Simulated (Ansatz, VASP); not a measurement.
# One calculation of HfC, two programs

```
Hf C
1.0
     0.13078    2.32500    2.32500
     2.45578    0.00000    2.45578
     2.32500    2.32500    0.13078
Hf C
1 1
Cartesian
  2.4558 2.3250 2.4558
  0.0000 0.0000 0.0000
```

Change from the starting cell: strain +0.1125 x Voigt [0, 0, 0, 0, 1, 0], atoms carried along.

Alike in both runs: task single point; functional PBE; k mesh 18 × 18 × 18; occupations gaussian, width 0.15 eV; no spin polarisation.

```csv
,VASP,Ansatz
version,VASP 6.6.1,Ansatz 0.2.0
potentials or method,"VASP PAW PBE potentials, release 64 (Hf_pv, C), cutoff 520 eV","scalar-relativistic, plane waves, PAW"
valence electrons in the cell,14,30
```

Ansatz gave:

- gap on the k mesh at the Fermi level (eV): none
- pressure (GPa): 1.0
- traceless stress, the component that is largest in VASP (GPa): -18.98

Problem. Which values does VASP return?

Solution. gap on the k mesh at the Fermi level (eV): none; pressure (GPa): 0.3; traceless stress, the component that is largest in VASP (GPa): -18.98.

A gap of «none» marks a metal or a gap that the smearing closes. VASP's potentials hold 14 valence electrons a cell and Ansatz's 30, so a difference there can come from the potentials and not from the codes.

Neither program's run includes spin-orbit coupling.
